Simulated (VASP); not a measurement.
Wanted: the native input for a VASP 6.6.1 run.

```yaml
Task: single point
Functional: PBE
Potentials_or_basis: VASP PAW PBE potentials, release 64 (Se)
Cutoff: 520 eV
k_mesh: 16 × 16 × 16
Occupations: fermi-dirac, width 0.03 eV
Spin: no spin polarisation
Dipole_correction: no
Further_INCAR_settings: ALGO = Normal; EDIFF = 1e-06; NBANDS = 9
```

The structure of Se lies in POSCAR:

```
Se
1.0
    0.0000000000      2.1662468748      2.1662468748
    2.1662468748      0.0000000000      2.1662468748
    2.1662468748      2.1662468748      0.0000000000
Se
1
Direct
    0.0000000000      0.0000000000      0.0000000000
```

One way to write it, as run:

INCAR

```
SYSTEM = Se
ALGO     = Normal         ! electronic algorithm
EDIFF    = 1E-6           ! SCF threshold, eV
ENCUT    = 520            ! plane-wave cutoff, eV
GGA      = PE             ! functional
ISIF     = 2              ! what is computed and relaxed
ISMEAR   = -1             ! smearing method
LASPH    = .TRUE.         ! aspherical terms in the spheres
LCHARG   = .FALSE.        ! write CHGCAR
LREAL    = .FALSE.        ! projectors in reciprocal space
LWAVE    = .FALSE.        ! write WAVECAR
NBANDS   = 9              ! bands
NELM     = 100            ! most SCF steps
PREC     = Accurate       ! precision mode
SIGMA    = 0.03           ! smearing width, eV
```

KPOINTS

```
k-points
0
G
  16 16 16
  0 0 0
```

Potentials or basis: VASP PAW PBE potentials, release 64 (Se).

Launch:

```sh
$ cat potpaw_PBE.64/Se/POTCAR > POTCAR
$ mpirun -np 1 vasp_std > vasp.out
```

It gave:

```yaml
Pressure: 0.0 GPa
Band_gap_on_the_k_mesh: zero (band 3 reaches 8.44 eV, above the bottom of band 4 at 3.19 eV)
```

It took 5.6 s on 1 thread of Intel(R) Xeon(R) 6975P-C (Granite Rapids), on a shared host, peak memory 0.15 GiB.
